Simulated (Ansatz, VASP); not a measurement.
# Ir in VASP and in Ansatz

```
Ir
1.0
     2.71887    0.00000    0.00000
    -1.35943    2.35461    0.00000
     0.00000    0.00000   24.87980
Ir
5
Direct
  0.83333 0.16667 0.32368
  0.16667 0.83333 0.41096
  0.50000 0.50000 0.50000
  0.83333 0.16667 0.58904
  0.16667 0.83333 0.67632
```

Alike in both runs: functional r2SCAN; k mesh 17 × 17 × 1; occupations fermi-dirac, width 0.05 eV; no spin polarisation.

Ansatz relaxed the structure, and its values are those at the end. VASP's run is a single point on that final structure, the one shown.

|  | VASP | Ansatz |
| --- | --- | --- |
| version | VASP 6.6.1 | Ansatz 0.2.0 |
| potentials or method | VASP PAW PBE potentials, release 64 (Ir) | PAW with Ansatz's default frozen-core files, scalar-relativistic |
| plane-wave cutoff (eV) | 520 | 500 |
| valence electrons in the cell | 45 | 85 |

VASP gave:

- rms of the force components (eV/Å): 0.041

Q: Estimate Ansatz's values.

A: rms of the force components (eV/Å): 0.002.

VASP's potentials were made for PBE, not for r2SCAN. With one functional, cell and mesh, what is left measures potentials, basis and numerics. VASP's potentials hold 45 valence electrons a cell and Ansatz's 85, so a difference there can come from the potentials and not from the codes. Ansatz's warnings: stress scf threshold loose, xc potential rough in thin density.

Neither program's run includes spin-orbit coupling.
